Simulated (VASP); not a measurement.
# NaHF2 (R-3m) in VASP: single point with r2SCAN

Aim: the single point of NaHF2 with r2SCAN.

All numbers are computed with VASP 6.6.1; they aren't measurements. Logs are shortened: lines on timing, memory, paths and dates and some standing lists are left out, and cuts for length are marked.

## 1. The cell of the first run

Symmetry: R-3m, No. 166, trigonal system. Conventional cell: a = 3.475 Å, b = 3.475 Å, c = 13.823 Å, α = 90.00°, β = 90.00°, γ = 120.00°. Within 3.1 Å of Na (site symmetry -3m) lie 6 F at 2.32 Å and 6 H at 3.06 Å. Within 1.5 Å of H (site symmetry -3m) lie 2 F at 1.14 Å. Within 1.5 Å of F (site symmetry 3m) lie 1 H at 1.14 Å.

## 2. Single point, r2SCAN

Contents of POSCAR:

```
NaHF2
1.0
    1.7376254749      1.0032185357      4.6076372526
   -1.7376254749      1.0032185357      4.6076372526
    0.0000000000     -2.0064370714      4.6076372526
Na H F
1 1 2
Direct
    0.0000000000      0.0000000000      0.0000000000
    0.5000000000      0.5000000000      0.5000000000
    0.4172624215      0.4172624215      0.4172624215
    0.5827375785      0.5827375785      0.5827375785
```

Contents of INCAR.step1:

```
SYSTEM = NaHF2
PREC     = Accurate       ! precision mode
ENCUT    = 970            ! plane-wave cutoff, eV
ISMEAR   = 0              ! smearing method
SIGMA    = 0.02           ! smearing width, eV
LREAL    = .FALSE.        ! projectors in reciprocal space
LASPH    = .TRUE.         ! aspherical terms in the spheres
NELM     = 120            ! most SCF steps
NBANDS   = 20             ! bands
GGA      = PE             ! functional
ALGO     = Normal         ! electronic algorithm
EDIFF    = 1E-5           ! SCF threshold, eV
LWAVE    = .TRUE.         ! write WAVECAR
LCHARG   = .FALSE.        ! write CHGCAR
GGA_COMPAT= .FALSE.
```

Contents of INCAR.step2:

```
SYSTEM = NaHF2
PREC     = Accurate       ! precision mode
ENCUT    = 970            ! plane-wave cutoff, eV
EDIFF    = 1E-6           ! SCF threshold, eV
ISMEAR   = 0              ! smearing method
SIGMA    = 0.02           ! smearing width, eV
LREAL    = .FALSE.        ! projectors in reciprocal space
LASPH    = .TRUE.         ! aspherical terms in the spheres
NELM     = 120            ! most SCF steps
ALGO     = Normal         ! electronic algorithm
ISIF     = 2              ! what is computed and relaxed
LWAVE    = .FALSE.        ! write WAVECAR
LCHARG   = .TRUE.         ! write CHGCAR
METAGGA  = R2SCAN         ! meta-GGA
LMIXTAU  = .TRUE.       
LELF     = .TRUE.         ! ELF
LVHAR    = .TRUE.       
NBANDS   = 20             ! bands
ISTART   = 1            
GGA_COMPAT= .FALSE.
```

Contents of KPOINTS:

```
regular mesh
0
G
  9 9 9
  0 0 0
```

Potentials or basis: VASP PAW PBE potentials, release 64 (Na_sv, H, F).

The run is started by

```
$ cat potpaw_PBE.64/Na_sv/POTCAR potpaw_PBE.64/H/POTCAR potpaw_PBE.64/F/POTCAR > POTCAR
$ cp INCAR.step1 INCAR
$ mpirun -np 1 vasp_std > vasp.out
$ cp INCAR.step2 INCAR
$ mpirun -np 1 vasp_std > vasp.out
```

OUTCAR:

```text
SYSTEM = NaHF2
   PREC = Accurate
   ENCUT = 970
   EDIFF = 1E-6
   ISMEAR = 0
   LREAL = .FALSE.
   LASPH = .TRUE.
   NELM = 120
   ISIF = 2
   METAGGA = R2SCAN
   ISTART = 1

 ion  position               nearest neighbor table
   1  0.000  0.000  0.000-
   2  0.500  0.500  0.500-   3 1.14   4 1.14
   3  0.417  0.417  0.417-   2 1.14
   4  0.583  0.583  0.583-   2 1.14

  LATTYP: Found a trigonal (rhomboedric) cell.
 ALAT       =     5.0255458184
 COS(alpha) =     0.7609020393

  Lattice vectors:

 A1 = (   1.7376254749,   1.0032185357,   4.6076372526)
 A2 = (  -1.7376254749,   1.0032185357,   4.6076372526)
 A3 = (   0.0000000000,  -2.0064370714,   4.6076372526)

Analysis of symmetry for initial positions (statically):
=====================================================================
 Subroutine PRICEL returns:
 Original cell was already a primitive cell.

 Routine SETGRP: Setting up the symmetry group for a
 trigonal (rhombohedral) supercell.

 Subroutine GETGRP returns: Found 12 space group operations
 (whereof 12 operations were pure point group operations)
 out of a pool of 12 trial point group operations.

The static configuration has the point symmetry D_3d.

Analysis of symmetry for dynamics (positions and initial velocities):
=====================================================================
 Subroutine PRICEL returns:
 Original cell was already a primitive cell.

 Routine SETGRP: Setting up the symmetry group for a
 trigonal (rhombohedral) supercell.

 Subroutine GETGRP returns: Found 12 space group operations
 (whereof 12 operations were pure point group operations)
 out of a pool of 12 trial point group operations.

The dynamic configuration has the point symmetry D_3d.

 Subroutine INISYM returns: Found 12 space group operations
 (whereof 12 operations are pure point group operations),
 and found     1 'primitive' translations

----------------------------------------------------------------------------------------

                                     Primitive cell

  volume of cell :      48.1927

  direct lattice vectors                    reciprocal lattice vectors
     1.737625475  1.003218536  4.607637253     0.287749004  0.166131965  0.072343658
    -1.737625475  1.003218536  4.607637253    -0.287749004  0.166131965  0.072343658
     0.000000000 -2.006437071  4.607637253     0.000000000 -0.332263930  0.072343658

  length of vectors
     5.025545818  5.025545818  5.025545818     0.340048414  0.340048414  0.340048414

  position of ions in fractional coordinates (direct lattice)
     0.000000000  0.000000000  0.000000000
     0.500000000  0.500000000  0.500000000
     0.417262421  0.417262421  0.417262421
     0.582737579  0.582737579  0.582737579

  ion indices of the primitive-cell ions
   primitive index   ion index
                 1           1
                 2           2
                 3           3
                 4           4

----------------------------------------------------------------------------------------

 KPOINTS: regular mesh

Automatic generation of k-mesh.
 Grid dimensions read from file:
 generate k-points for:    9    9    9

 Generating k-lattice:

  Cartesian coordinates                     Fractional coordinates (reciprocal lattice)
     0.031972112  0.018459107  0.008038184     0.111111111 -0.000000000  0.000000000
    -0.031972112  0.018459107  0.008038184    -0.000000000  0.111111111  0.000000000
     0.000000000 -0.036918214  0.008038184     0.000000000  0.000000000  0.111111111

  Length of vectors
     0.037783157  0.037783157  0.037783157

  Shift w.r.t. Gamma in fractional coordinates (k-lattice)
     0.000000000  0.000000000  0.000000000

 Subroutine IBZKPT returns following result:
 ===========================================

 Found     85 irreducible k-points:

 Following reciprocal coordinates:
            Coordinates               Weight
  0.000000  0.000000  0.000000      1.000000
  0.111111  0.000000  0.000000      6.000000
  0.222222  0.000000  0.000000      6.000000
  0.333333  0.000000  0.000000      6.000000
  0.444444  0.000000  0.000000      6.000000
  0.111111  0.111111  0.000000      6.000000
[... 16 lines left out ...]
 -0.333333  0.333333  0.000000      6.000000
  0.444444  0.444444  0.000000      6.000000
 [... further k-points ...]
   k-points           NKPTS =     85   k-points in BZ     NKDIM =     85   number of bands    NBANDS=     20
   number of dos      NEDOS =    301   number of ions     NIONS =      4
   total plane-waves  NPLWV = 157464
   dimension x,y,z NGX =    54 NGY =   54 NGZ =   54
   dimension x,y,z NGXF=   108 NGYF=  108 NGZF=  108
   ions per type =               1   1   2
   NGX,Y,Z   is equivalent  to a cutoff of  17.86, 17.86, 17.86 a.u.
   NGXF,Y,Z  is equivalent  to a cutoff of  35.73, 35.73, 35.73 a.u.
 SYSTEM =  NaHF2
   PREC   = accura    normal or accurate (medium, high low for compatibility)
   ISTART =      1    job   : 0-new  1-cont  2-samecut
   ICHARG =      0    charge: 1-file 2-atom 10-const
   ISPIN  =      1    spin polarized calculation?
   LNONCOLLINEAR =      F non collinear calculations
   LSORBIT =      F    spin-orbit coupling
   LASPH  =      T    aspherical Exc in radial PAW
   ENCUT  =  970.0 eV  71.29 Ry    8.44 a.u.  12.76 12.76 12.76*2*pi/ulx,y,z
   NELM   =    120;   NELMIN=  2; NELMDL=  0     # of ELM steps
   EDIFF  = 0.1E-05   stopping-criterion for ELM
   LREAL  =      F    real-space projection
[... 7 lines left out ...]
   TEBEG  =    0.0;   TEEND  =   0.0 temperature during run
   PSTRESS=    0.0 pullay stress
   NELECT =      24.0000    total number of electrons
   NUPDOWN=      -1.0000    fix difference up-down
   EMIN   =  10.00;   EMAX   =-10.00  energy-range for DOS
   EFERMI =   0.00;   METHOD = LEGACY
   ISMEAR =     0;   SIGMA  =   0.02  broadening in eV -4-tet -1-fermi 0-gaus
   EFERMI_NEDOS =   21; number of points for ismear=-14 and -15
   IALGO  =     38    algorithm
   IMIX   =      4    mixing-type and parameters
     AMIX     =   0.40;   BMIX     =  1.00
     AMIX_MAG =   1.60;   BMIX_MAG =  1.00
  volume/ion in A,a.u.               =      12.05        81.31
  Fermi-wavevector in a.u.,A,eV,Ry     =   1.297632  2.452169 22.910148  1.683848
  Thomas-Fermi vector in A             =   2.429012
   LORBIT       =      0    0 simple, 1 ext, 2 COOP (PROOUT), +10 PAW based schemes
   METAGGA = R2SCAN    functional components
   LHFCALC =     F    Hartree Fock is set to
   AEXX    =    0.0000 exact exchange contribution
   IVDW    =     0    specifies the selected vdW correction
   LEPSILON=     F    determine dielectric tensor
   LRPA    =     F    only Hartree local field effects (RPA)
 non-spin polarized calculation
 Gauss-broadening in eV      SIGMA  =   0.02
  energy-cutoff  :      970.00
  volume of cell :       48.19
 maximum number of plane-waves:      3328
 NGX is ok and might be reduce to    54
   NGX = 25   NGY = 25   NGZ = 25

 number of electron      23.9999998 magnetization

 Free energy of the ion-electron system (eV)
  ---------------------------------------------------
  ext. energy  EPLUGINS =         0.00000000
  ---------------------------------------------------
  free energy    TOTEN  =       -22.75679446 eV

  energy without entropy =      -22.75679446  energy(sigma->0) =      -22.75679446

 E-fermi :  -4.2031     XC(G=0):  -8.4230

 val. band max:       -4.3797376271   @ k =   0.4444   0.4444   0.4444
 cond. band min:       3.2994418776   @ k =   0.0000   0.0000   0.0000
 fundamental gap:      7.6791795046
 Fermi energy:        -4.2030582352

 k-point     1 :       0.0000    0.0000    0.0000
  band No.  band energies     occupation
      1     -52.8999      2.00000
      2     -25.9762      2.00000
      3     -24.8432      2.00000
      4     -23.2992      2.00000
      5     -23.2992      2.00000
      6     -23.1805      2.00000
[... 12 lines left out ...]
     19      18.1078      0.00000
     20      18.1078      0.00000

 k-point     2 :       0.1111    0.0000    0.0000
  band No.  band energies     occupation
      1     -52.8995      2.00000
      2     -25.9754      2.00000
      3     -24.8283      2.00000
      4     -23.3011      2.00000
      5     -23.2939      2.00000
      6     -23.1965      2.00000
[... 12 lines left out ...]
     19      17.1066      0.00000
     20      17.8187      0.00000

 k-point     3 :       0.2222    0.0000    0.0000
  band No.  band energies     occupation
      1     -52.8983      2.00000
      2     -25.9734      2.00000
      3     -24.7894      2.00000
      4     -23.3059      2.00000
      5     -23.2844      2.00000
      6     -23.2348      2.00000
[... 12 lines left out ...]
     19      15.9902      0.00000
     20      17.3432      0.00000

 k-point     4 :       0.3333    0.0000    0.0000
  band No.  band energies     occupation
      1     -52.8970      2.00000
      2     -25.9711      2.00000
      3     -24.7423      2.00000
      4     -23.3114      2.00000
      5     -23.3052      2.00000
      6     -23.2491      2.00000
[... 12 lines left out ...]
     19      16.0875      0.00000
     20      17.0122      0.00000

 k-point     5 :       0.4444    0.0000    0.0000
  band No.  band energies     occupation
      1     -52.8962      2.00000
      2     -25.9695      2.00000
      3     -24.7097      2.00000
      4     -23.3375      2.00000
      5     -23.3149      2.00000
      6     -23.2416      2.00000
[... 12 lines left out ...]
     19      16.1148      0.00000
     20      16.8698      0.00000
[... 353 lines left out ...]
      6     -23.1697      2.00000
[... 12 lines left out ...]
     19      16.4392      0.00000
     20      16.9518      0.00000

 k-point    22 :      -0.4444    0.3333    0.0000
  band No.  band energies     occupation
      1     -52.8958      2.00000
      2     -25.8812      2.00000
      3     -24.8683      2.00000
      4     -23.3397      2.00000
      5     -23.2958      2.00000
      6     -23.1867      2.00000
[... 12 lines left out ...]
     19      16.6071      0.00000
     20      17.3750      0.00000

 k-point    23 :      -0.3333    0.3333    0.0000
  band No.  band energies     occupation
      1     -52.8956      2.00000
      2     -25.9024      2.00000
      3     -24.8246      2.00000
      4     -23.3391      2.00000
      5     -23.2819      2.00000
      6     -23.2207      2.00000
[... 12 lines left out ...]
     19      16.3181      0.00000
     20      17.1295      0.00000

 k-point    24 :       0.4444    0.4444    0.0000
  band No.  band energies     occupation
      1     -52.8962      2.00000
      2     -25.8540      2.00000
      3     -24.9251      2.00000
      4     -23.3404      2.00000
      5     -23.3153      2.00000
      6     -23.1412      2.00000
[... 12 lines left out ...]
     19      16.5996      0.00000
     20      17.2104      0.00000

 [... further k-points ...]

------------------------ aborting loop because EDIFF is reached ----------------------------------------

  FORCE on cell =-STRESS in cart. coord.  units (eV):
  Direction    XX          YY          ZZ          XY          YZ          ZX
  --------------------------------------------------------------------------------------
  -------------------------------------------------------------------------------------
  Total       -0.4304501     -0.4304501     -0.6832544      0.0000000      0.0000000      0.0000000
  in kB      -14.3104118    -14.3104118    -22.7149499      0.0000000      0.0000000      0.0000000
  external PRESSURE =     -17.1119245 kB  Pullay stress =       0.0000000 kB

 VOLUME and BASIS-vectors are now :
 -----------------------------------------------------------------------------
  energy-cutoff  :      970.00
  volume of cell :       48.19
      direct lattice vectors                 reciprocal lattice vectors
     1.737625475  1.003218536  4.607637253     0.287749004  0.166131965  0.072343658
    -1.737625475  1.003218536  4.607637253    -0.287749004  0.166131965  0.072343658
     0.000000000 -2.006437071  4.607637253     0.000000000 -0.332263930  0.072343658

 POSITION                                       TOTAL-FORCE (eV/Angst)
 -----------------------------------------------------------------------------------
      0.00000      0.00000      0.00000         0.000000     -0.000000      0.000000
      0.00000      0.00000      6.91146        -0.000000      0.000000      0.000000
      0.00000      0.00000      5.76778         0.000000      0.000000      0.083603
      0.00000      0.00000      8.05513         0.000000     -0.000000     -0.083603
 -----------------------------------------------------------------------------------
    total drift:                                0.000000      0.000000     -0.000000

  FREE ENERGIE OF THE ION-ELECTRON SYSTEM (eV)
  ---------------------------------------------------
  free  energy   TOTEN  =       -22.7567944571 eV

  energy  without entropy=      -22.7567944571  energy(sigma->0) =      -22.75679446
```

Wall time 28 min (1 thread of Intel Xeon Platinum 8259CL at 2.50GHz (Skylake/Cascade Lake), shared host); peak memory 0.53 GiB.

Results:

| Property | Result |
| --- | --- |
| Free energy | -22.7568 eV |
| Pressure | -1.7 GPa |
| Largest force | 0.084 eV/Å |
| Band gap on the k mesh | 7.68 eV (least direct gap 7.78 eV) |

Forces on the atoms (eV/Å):
```
Na   0.000  0.000  0.000
H    0.000  0.000  0.000
F    0.000  0.000  0.084
F    0.000  0.000 -0.084
```

Stress tensor (GPa, compression positive):
```
-1.43  0.00  0.00
 0.00 -1.43  0.00
 0.00  0.00 -2.27
```

Levels at points of the mesh, in eV from the valence-band top:
| k point | band 8 | band 9 | band 10 | band 11 | band 12 | band 13 | band 14 | band 15 | band 16 | band 17 |
| --- | --- | --- | --- | --- | --- | --- | --- | --- | --- | --- |
| (0.00, 0.00, 0.00) | -0.49 | -0.49 | -0.22 | -0.22 | -0.10 | 7.68 | 14.14 | 15.33 | 18.54 | 20.17 |

Caveat: the PAW data sets were made with another functional, which shifts forces and pressure a little.
